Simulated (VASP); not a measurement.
Runs of VASP 6.6.1 on P. The structure is that of space group Cmce (No. 64), or close to it. The cells are those of the table. 

```tsv
task	cell	k mesh	cutoff (eV)	gap on the mesh (eV)	pressure (GPa)	largest force (eV/Å)
relaxation of cell and atoms	relaxed from a = 5.505, b = 5.505, c = 4.380 Å, angles 90.0, 90.0, 145.0°, 4 atoms	6 × 6 × 4	600	none	-0.2	0.03
single point	a = 5.505, b = 5.505, c = 4.380 Å, angles 90.0, 90.0, 145.0°, 4 atoms	6 × 6 × 4	520	0.10	3.2	(a)
single point	a = 5.371, b = 5.371, c = 4.115 Å, angles 90.0, 90.0, 143.6°, 4 atoms	6 × 6 × 4	520	none	-0.1	0.03
single point	a = 5.406, b = 5.406, c = 4.197 Å, angles 90.0, 90.0, 144.3°, 4 atoms	14 × 14 × 10	520	none	-0.1	0.04
```

Alike in all rows: level PBEsol; potentials or basis VASP PAW PBE potentials, release 64 (P); no spin polarisation; smearing gaussian 0.1 eV.

Estimate the missing entries.

(a) 0.93.

Caveats: some runs use coarse meshes; the PAW data sets were made with another functional, which shifts forces and pressure a little; the relaxation stopped at a loose force limit of 0.05 eV/Å, so its end isn't a converged minimum (some runs).

A k mesh can miss the band edges.

A gap of «none» marks levels without a gap at the run's occupations.
